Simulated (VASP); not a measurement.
A run of VASP 6.6.1 is set up as follows.

Contents of INCAR:

```
SYSTEM = Si2BN
ALGO = Normal
EDIFF = 1E-7
EDIFFG = -0.04
ENCUT = 600
GGA = PE
IBRION = 2
ISIF = 3
ISMEAR = 0
LASPH = .TRUE.
LCHARG = .FALSE.
LREAL = .FALSE.
LWAVE = .FALSE.
NELM = 80
NSW = 90
PREC = Accurate
SIGMA = 0.1
```

File KPOINTS:

```
k-points
0
G
  6 6 4
  0 0 0
```

The input POSCAR:

```
Si2BN
1.0
    3.0035976900      0.0000000000      0.0000000000
    0.0000000000      3.0035976900      0.0000000000
    0.0000000000      0.0000000000      5.9156754800
Si B N
2 1 1
Direct
    0.0000000000      0.0000000000      0.3704980200
    0.0000000000      0.0000000000      0.6295019800
    0.0000000000      0.0000000000      0.0000000000
    0.5000000000      0.5000000000      0.0000000000
```

Potentials or basis: VASP PAW PBE potentials, release 64 (Si, B, N).

Launch:

```bash
$ cat potpaw_PBE.64/Si/POTCAR potpaw_PBE.64/B/POTCAR potpaw_PBE.64/N/POTCAR > POTCAR
$ mpirun -np 1 vasp_std > vasp.out
```

Predict the space group after relaxing (to 0.1 Å).

P4/mmm (No. 123).

What does it give for the relaxed volume?

11.65 Å³/atom.

Final structure:
```xyz
4
Lattice="2.3873 0.0000 0.0000 0.0000 2.3873 0.0000 0.0000 0.0000 8.1788" Properties=species:S:1:pos:R:3 pbc="T T T"
Si    0.0000    0.0000    2.8828
Si    0.0000    0.0000    5.2960
B     0.0000    2.3873    0.0000
N     1.1937    1.1937    0.0000
```

Caveat: a cell axis changed by over 15 % at a fixed basis, so the end point is rough.
